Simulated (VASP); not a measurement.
# SbP3 (P3) in VASP: relaxation of cell and atoms with PBE

Aim: the relaxation of cell and atoms of SbP3 with PBE.

Program: VASP 6.6.1. These are calculated values, not measurements. Logs are shortened: lines on timing, memory, paths and dates and some standing lists are left out, and cuts for length are marked.

### Step 1. The cell of the first run

Symmetry: P3, No. 143, trigonal system. The conventional cell has a = 4.903 Å, b = 4.903 Å, c = 4.726 Å, α = 90.00°, β = 90.00°, γ = 120.00°. Within 2.9 Å of Sb (site symmetry 3) lie 3 P at 2.16 Å. Within 2.9 Å of P (site symmetry 1) lie 1 Sb at 2.16 Å and 4 P at 2.27 to 2.76 Å.

The cell was generated, and may not be a known phase.

### Step 2. Relaxation of cell and atoms, PBE

INCAR reads:

```
  ALGO = Normal
  EDIFF = 1E-6
  EDIFFG = -0.04
  ENCUT = 600
  GGA = PE
  IBRION = 2
  ISIF = 3
  ISMEAR = 0
  LASPH = True
  LCHARG = False
  LREAL = False
  LWAVE = False
  NELM = 100
  NSW = 90
  PREC = Accurate
  SIGMA = 0.1
```

KPOINTS reads:

```
k-points
0
Gamma
  6 6 4
```

POSCAR reads:

```
SbP3
1.0
    4.9027609835      0.0000000000      0.0000000000
   -2.4513804918      4.2459155604      0.0000000000
    0.0000000000      0.0000000000      4.7255239314
Sb P
1 3
Direct
    0.3333333333      0.6666666667      0.2500000000
    0.2500000000      0.3676593332      0.6134454346
    0.1176593332      0.7500000000      0.6134454346
    0.6323406668      0.8823406668      0.6134454346
```

Potentials or basis: VASP PAW PBE potentials, release 64 (Sb, P).

Launch:

```sh
$ cat potpaw_PBE.64/Sb/POTCAR potpaw_PBE.64/P/POTCAR > POTCAR
$ mpirun -np 1 vasp_std > vasp.out
```

OUTCAR:

```text
EDIFF = 1E-6
   EDIFFG = -0.04
   ENCUT = 600
   GGA = PE
   IBRION = 2
   ISIF = 3
   ISMEAR = 0
   LASPH = True
   LREAL = False
   NELM = 100
   NSW = 90
   PREC = Accurate

 ion  position               nearest neighbor table
   1  0.333  0.667  0.250-   3 2.16   4 2.16   2 2.16   3 3.28   4 3.28   2 3.28
   2  0.250  0.368  0.613-   1 2.16   4 2.27   3 2.27   4 2.76   3 2.76   1 3.28
   3  0.118  0.750  0.613-   1 2.16   4 2.27   2 2.27   4 2.76   2 2.76   1 3.28
   4  0.632  0.882  0.613-   1 2.16   3 2.27   2 2.27   2 2.76   3 2.76   1 3.28

  LATTYP: Found a hexagonal cell.
 ALAT       =     4.9027609835
 C/A-ratio  =     0.9638495426

  Lattice vectors:

 A1 = (   4.9027609835,   0.0000000000,   0.0000000000)
 A2 = (  -2.4513804918,   4.2459155604,   0.0000000000)
 A3 = (   0.0000000000,   0.0000000000,   4.7255239314)

Analysis of symmetry for initial positions (statically):
=====================================================================
 Subroutine PRICEL returns:
 Original cell was already a primitive cell.

 Routine SETGRP: Setting up the symmetry group for a
 hexagonal supercell.

 Subroutine GETGRP returns: Found  3 space group operations
 (whereof  3 operations were pure point group operations)
 out of a pool of 24 trial point group operations.

The static configuration has the point symmetry C_3 .

Analysis of symmetry for dynamics (positions and initial velocities):
=====================================================================
 Subroutine PRICEL returns:
 Original cell was already a primitive cell.

 Routine SETGRP: Setting up the symmetry group for a
 hexagonal supercell.

 Subroutine GETGRP returns: Found  3 space group operations
 (whereof  3 operations were pure point group operations)
 out of a pool of 24 trial point group operations.

The dynamic configuration has the point symmetry C_3 .

 Subroutine INISYM returns: Found  3 space group operations
 (whereof  3 operations are pure point group operations),
 and found     1 'primitive' translations

----------------------------------------------------------------------------------------

                                     Primitive cell

  volume of cell :      98.3699

  direct lattice vectors                    reciprocal lattice vectors
     4.902760984  0.000000000  0.000000000     0.203966704  0.117760232  0.000000000
    -2.451380492  4.245915560  0.000000000     0.000000000  0.235520463  0.000000000
     0.000000000  0.000000000  4.725523931     0.000000000  0.000000000  0.211616747

  length of vectors
     4.902760984  4.902760984  4.725523931     0.235520463  0.235520463  0.211616747

  position of ions in fractional coordinates (direct lattice)
     0.333333333  0.666666667  0.250000000
     0.250000000  0.367659333  0.613445435
     0.117659333  0.750000000  0.613445435
     0.632340667  0.882340667  0.613445435

  ion indices of the primitive-cell ions
   primitive index   ion index
                 1           1
                 2           2
                 3           3
                 4           4

----------------------------------------------------------------------------------------

 KPOINTS: k-points

Automatic generation of k-mesh.
 Grid dimensions read from file:
 generate k-points for:    6    6    4

 Generating k-lattice:

  Cartesian coordinates                     Fractional coordinates (reciprocal lattice)
     0.033994451  0.019626705  0.000000000     0.166666667  0.000000000  0.000000000
     0.000000000  0.039253411  0.000000000     0.000000000  0.166666667  0.000000000
     0.000000000  0.000000000  0.052904187     0.000000000  0.000000000  0.250000000

  Length of vectors
     0.039253411  0.039253411  0.052904187

  Shift w.r.t. Gamma in fractional coordinates (k-lattice)
     0.000000000  0.000000000  0.000000000

 Subroutine IBZKPT returns following result:
 ===========================================

 Found     30 irreducible k-points:

 Following reciprocal coordinates:
            Coordinates               Weight
  0.000000  0.000000  0.000000      1.000000
  0.166667  0.000000  0.000000      6.000000
  0.333333 -0.000000  0.000000      6.000000
  0.500000  0.000000  0.000000      3.000000
  0.166667  0.166667  0.000000      6.000000
  0.333333  0.166667  0.000000      6.000000
[... 16 lines left out ...]
  0.000000  0.000000  0.500000      1.000000
  0.166667  0.000000  0.500000      6.000000
 [... further k-points ...]
   k-points           NKPTS =     30   k-points in BZ     NKDIM =     30   number of bands    NBANDS=     14
   number of dos      NEDOS =    301   number of ions     NIONS =      4
   total plane-waves  NPLWV =  64000
   dimension x,y,z NGX =    40 NGY =   40 NGZ =   40
   dimension x,y,z NGXF=    80 NGYF=   80 NGZF=   80
   ions per type =               1   3
   NGX,Y,Z   is equivalent  to a cutoff of  13.56, 13.56, 14.07 a.u.
   NGXF,Y,Z  is equivalent  to a cutoff of  27.13, 27.13, 28.14 a.u.
 SYSTEM =  unknown system
   PREC   = accura    normal or accurate (medium, high low for compatibility)
   ISTART =      0    job   : 0-new  1-cont  2-samecut
   ICHARG =      2    charge: 1-file 2-atom 10-const
   ISPIN  =      1    spin polarized calculation?
   LNONCOLLINEAR =      F non collinear calculations
   LSORBIT =      F    spin-orbit coupling
   LASPH  =      T    aspherical Exc in radial PAW
   ENCUT  =  600.0 eV  44.10 Ry    6.64 a.u.   9.79  9.79  9.44*2*pi/ulx,y,z
   NELM   =    100;   NELMIN=  2; NELMDL= -5     # of ELM steps
   EDIFF  = 0.1E-05   stopping-criterion for ELM
   LREAL  =      F    real-space projection
   EDIFFG = -.4E-01   stopping-criterion for IOM
   NSW    =     90    number of steps for IOM
   IBRION =      2    ionic relax: 0-MD 1-quasi-New 2-CG
   NFREE  =      1    steps in history (QN), initial steepest desc. (CG)
   ISIF   =      3    stress and relaxation
   ISYM   =      2    0-nonsym 1-usesym 2-fastsym
   POTIM  = 0.5000    time-step for ionic-motion
   TEBEG  =    0.0;   TEEND  =   0.0 temperature during run
   PSTRESS=    0.0 pullay stress
   NELECT =      20.0000    total number of electrons
   NUPDOWN=      -1.0000    fix difference up-down
   EMIN   =  10.00;   EMAX   =-10.00  energy-range for DOS
   EFERMI =   0.00;   METHOD = LEGACY
   ISMEAR =     0;   SIGMA  =   0.10  broadening in eV -4-tet -1-fermi 0-gaus
   EFERMI_NEDOS =   21; number of points for ismear=-14 and -15
   IALGO  =     38    algorithm
   IMIX   =      4    mixing-type and parameters
     AMIX     =   0.40;   BMIX     =  1.00
     AMIX_MAG =   1.60;   BMIX_MAG =  1.00
  volume/ion in A,a.u.               =      24.59       165.96
  Fermi-wavevector in a.u.,A,eV,Ry     =   0.962641  1.819127 12.608204  0.926677
  Thomas-Fermi vector in A             =   2.092117
   LORBIT       =      0    0 simple, 1 ext, 2 COOP (PROOUT), +10 PAW based schemes
   GGA     = PE    functional components
   LHFCALC =     F    Hartree Fock is set to
   AEXX    =    0.0000 exact exchange contribution
   IVDW    =     0    specifies the selected vdW correction
   LEPSILON=     F    determine dielectric tensor
   LRPA    =     F    only Hartree local field effects (RPA)
 conjugate gradient relaxation of ions
 non-spin polarized calculation
 Gauss-broadening in eV      SIGMA  =   0.10
  energy-cutoff  :      600.00
  volume of cell :       98.37
 maximum number of plane-waves:      3299
   NGX = 19   NGY = 19   NGZ = 19

--------------------------------------- Ionic step        1  -------------------------------------------

 number of electron      20.0000000 magnetization

 Free energy of the ion-electron system (eV)
  ---------------------------------------------------
  ext. energy  EPLUGINS =         0.00000000
  ---------------------------------------------------
  free energy    TOTEN  =       -15.21890148 eV

  energy without entropy =      -15.21859785  energy(sigma->0) =      -15.21874967

 E-fermi :   5.6762     XC(G=0):  -8.7075

 val. band max:        5.5226368562   @ k =   0.3333   0.3333   0.5000
 cond. band min:       5.8177623726   @ k =   0.0000   0.0000   0.0000
 fundamental gap:      0.2951255164
 Fermi energy:         5.6761954610

 k-point     1 :       0.0000    0.0000    0.0000
  band No.  band energies     occupation
      1     -11.4208      2.00000
      2      -3.6280      2.00000
      3      -3.6280      2.00000
      4      -3.1368      2.00000
      5      -1.3311      2.00000
      6       0.6133      2.00000
      7       0.9682      2.00000
      8       0.9682      2.00000
      9       4.2039      2.00000
     10       4.2039      2.00000
     11       5.8178      0.04528
     12       8.4868      0.00000
     13       8.4868      0.00000
     14       8.8740      0.00000
[... 377 lines left out ...]
      1     -11.1958      2.00000
      2      -4.6814      2.00000
      3      -3.9273      2.00000
      4      -3.5710      2.00000
      5      -1.0641      2.00000
      6       1.0852      2.00000
      7       1.4831      2.00000
      8       2.4583      2.00000
      9       2.8425      2.00000
     10       5.1367      2.00000
     11       6.5416      0.00000
     12       7.6716      0.00000
     13       8.7575      0.00000
     14       9.3525      0.00000

 [... further k-points ...]
[... 5 lines left out ...]
  --------------------------------------------------------------------------------------
  -------------------------------------------------------------------------------------
  Total        9.2271994      9.2271994     35.2292290      0.0000001      0.0000000      0.0000000
  in kB      150.2859737    150.2859737    573.7882883      0.0000014      0.0000000      0.0000000
  external PRESSURE =     291.4534119 kB  Pullay stress =       0.0000000 kB
[... 95 lines left out ...]
  FREE ENERGIE OF THE ION-ELECTRON SYSTEM (eV)
  ---------------------------------------------------
  free  energy   TOTEN  =       -15.3328350035 eV

  energy  without entropy=      -15.3223823067  energy(sigma->0) =      -15.32760866

 E-fermi :   0.0387     XC(G=0):  -6.2943

 val. band max:       -0.4415579285   @ k =   0.0000   0.0000   0.0000
 cond. band min:       1.9685239630   @ k =   0.5000   0.0000   0.0000
 fundamental gap:      2.4100818916
 Fermi energy:         0.0386777414

 k-point     1 :       0.0000    0.0000    0.0000
  band No.  band energies     occupation
      1     -13.7545      2.00000
      2      -7.6033      2.00000
      3      -7.6033      2.00000
      4      -7.5097      2.00000
      5      -3.9175      2.00000
      6      -3.1430      2.00000
      7      -1.8791      2.00000
      8      -1.8791      2.00000
      9      -0.4416      2.00000
     10      -0.4416      2.00000
     11       2.5825      0.00000
     12       2.5825      0.00000
     13       3.1973      0.00000
     14       4.8864      0.00000
[... 377 lines left out ...]
      1     -13.6965      2.00000
      2      -8.1062      2.00000
      3      -7.6568      2.00000
      4      -7.5828      2.00000
      5      -3.2722      2.00000
      6      -1.8877      2.00000
      7      -1.7514      2.00000
      8      -1.6193      2.00000
      9      -1.1293      2.00000
     10      -1.0517      2.00000
     11       2.2720      0.00000
     12       3.4151      0.00000
     13       3.7274      0.00000
     14       3.8048      0.00000

 [... further k-points ...]

[... ionic steps 4 to 37 ...]

--------------------------------------- Ionic step       38  -------------------------------------------

 number of electron      20.0000000 magnetization

------------------------ aborting loop because EDIFF is reached ----------------------------------------
[... 71 lines left out ...]
--------------------------------------- Ionic step       40  -------------------------------------------

 number of electron      20.0000000 magnetization

 Free energy of the ion-electron system (eV)
  ---------------------------------------------------
  ext. energy  EPLUGINS =         0.00000000
  ---------------------------------------------------
  free energy    TOTEN  =       -19.41287998 eV

  energy without entropy =      -19.41287998  energy(sigma->0) =      -19.41287998

 E-fermi :  -0.1549     XC(G=0):  -6.1826

 val. band max:       -0.6112261833   @ k =   0.0000   0.0000   0.0000
 cond. band min:       1.8562814761   @ k =   0.5000   0.0000   0.0000
 fundamental gap:      2.4675076594
 Fermi energy:        -0.1549428489

 k-point     1 :       0.0000    0.0000    0.0000
  band No.  band energies     occupation
      1     -13.9018      2.00000
      2      -7.7765      2.00000
      3      -7.7765      2.00000
      4      -7.6495      2.00000
      5      -4.0261      2.00000
      6      -3.2347      2.00000
      7      -2.0081      2.00000
      8      -2.0081      2.00000
      9      -0.6112      2.00000
     10      -0.6112      2.00000
     11       2.4242      0.00000
     12       2.4242      0.00000
     13       3.0612      0.00000
     14       4.7706      0.00000
[... 377 lines left out ...]
      1     -13.8458      2.00000
      2      -8.2432      2.00000
      3      -7.8153      2.00000
      4      -7.7533      2.00000
      5      -3.3669      2.00000
      6      -2.0181      2.00000
      7      -1.8963      2.00000
      8      -1.7582      2.00000
      9      -1.2829      2.00000
     10      -1.2155      2.00000
     11       2.1532      0.00000
     12       3.2682      0.00000
     13       3.5846      0.00000
     14       3.6531      0.00000

 [... further k-points ...]
[... 5 lines left out ...]
  --------------------------------------------------------------------------------------
  -------------------------------------------------------------------------------------
  Total       -0.0478555     -0.0478555     -0.0848602      0.0000000     -0.0000000      0.0000000
  in kB       -0.4197661     -0.4197661     -0.7443540      0.0000001     -0.0000000      0.0000000
  external PRESSURE =      -0.5279620 kB  Pullay stress =       0.0000000 kB
[... 19 lines left out ...]
  FREE ENERGIE OF THE ION-ELECTRON SYSTEM (eV)
  ---------------------------------------------------
  free  energy   TOTEN  =       -19.4128799848 eV

  energy  without entropy=      -19.4128799848  energy(sigma->0) =      -19.41287998

 reached required accuracy - stopping structural energy minimisation
```

It took 22 min on 1 thread of Oxide Virtual Turin-like, shared host; peak memory 0.24 GiB.

What came out:

```yaml
Free_energy: -19.4129 eV
Relaxed_volume: 45.66 Å³/atom
Relaxed_cell: a = 6.040 Å, b = 6.040 Å, c = 5.781 Å, α = 90.00°, β = 90.00°, γ = 120.00°
Space_group_after_relaxing_to_0.1_Å: P3 (No. 143)
Energy_gained_by_relaxing: 1048.5 meV/atom
Ionic_steps: 40
Pressure_after_relaxing: -0.1 GPa
Largest_force_after_relaxing: 0.039 eV/Å
Band_gap_on_the_k_mesh: 2.47 eV (least direct gap 2.52 eV)
```

Forces on the atoms (eV/Å):
```
Sb   0.000  0.000  0.023
P   -0.003  0.038 -0.008
P    0.035 -0.016 -0.008
P   -0.031 -0.022 -0.008
```

Step by step:
```
step  energy change (eV)  largest force (eV/Å)  pressure (GPa)  volume (Å³)
   1              0.0000               16.4589           29.15        98.37
   2              0.0801                3.7281           -8.54       173.10
   3             -0.1139                3.4804           -8.73       165.28
   4             -0.3438                3.0675           -8.89       157.85
   5             -2.1307                2.3098           -7.22       126.24
   6             -3.1281                1.9296           -1.43       111.85
   7             -3.1677                1.2142            4.89       105.00
   8             -3.2249                1.6331            1.22       108.48
   9             -3.2294                1.5420            1.96       107.69
  10             -3.5582                1.0531            2.03       112.62
  11             -3.6775                1.2806            2.75       116.70
  12             -3.8971                0.7765            1.89       124.95
  13             -4.0986                0.5517            1.59       142.47
  14             -4.1091                1.0309            1.72       148.00
  15             -4.1289                0.8881           -1.52       165.45
  16             -4.1589                0.4158           -0.26       157.47
  17             -4.1704                0.3118            0.07       160.69
  18             -4.1705                0.2991            0.04       160.49
  19             -4.1760                0.1398            0.47       162.08
  20             -4.1761                0.1562            0.52       162.23
  21             -4.1805                0.1446            0.30       164.53
  22             -4.1816                0.1797            0.13       166.56
  23             -4.1848                0.1688           -0.06       168.66
  24             -4.1859                0.1995           -0.23       170.88
  25             -4.1885                0.1262           -0.04       172.08
  26             -4.1888                0.1075            0.06       172.71
  27             -4.1899                0.0477            0.12       173.38
  28             -4.1904                0.0873            0.18       174.02
  29             -4.1910                0.0619            0.02       175.16
  30             -4.1910                0.0752            0.00       175.32
  31             -4.1915                0.0698           -0.04       175.97
  32             -4.1918                0.1047           -0.10       177.33
  33             -4.1921                0.0868           -0.06       177.61
  34             -4.1926                0.0497            0.06       178.43
  35             -4.1927                0.0631            0.08       178.58
  36             -4.1930                0.0504            0.09       179.13
  37             -4.1935                0.0955            0.10       180.74
  38             -4.1938                0.0404           -0.01       181.69
  39             -4.1938                0.0594           -0.05       182.08
  40             -4.1940                0.0392           -0.05       182.66
```

Final structure:
```
CELL_PARAMETERS angstrom
6.04016 0.00000 0.00000
-3.02008 5.23093 0.00000
0.00000 0.00000 5.78106
ATOMIC_POSITIONS crystal
Sb 0.33333 0.66667 0.23819
P 0.28016 0.43331 0.61738
P 0.15315 0.71984 0.61738
P 0.56669 0.84685 0.61738
```

Caveat: the volume moved by over 15 % at a fixed basis, so the end points are rough; spin-orbit coupling is left out, which moves the levels of the heavy elements; this functional lacks dispersion, which binds layers or chains, so the pressure and a relaxed spacing across them are unreliable. A k mesh can miss the band edges.
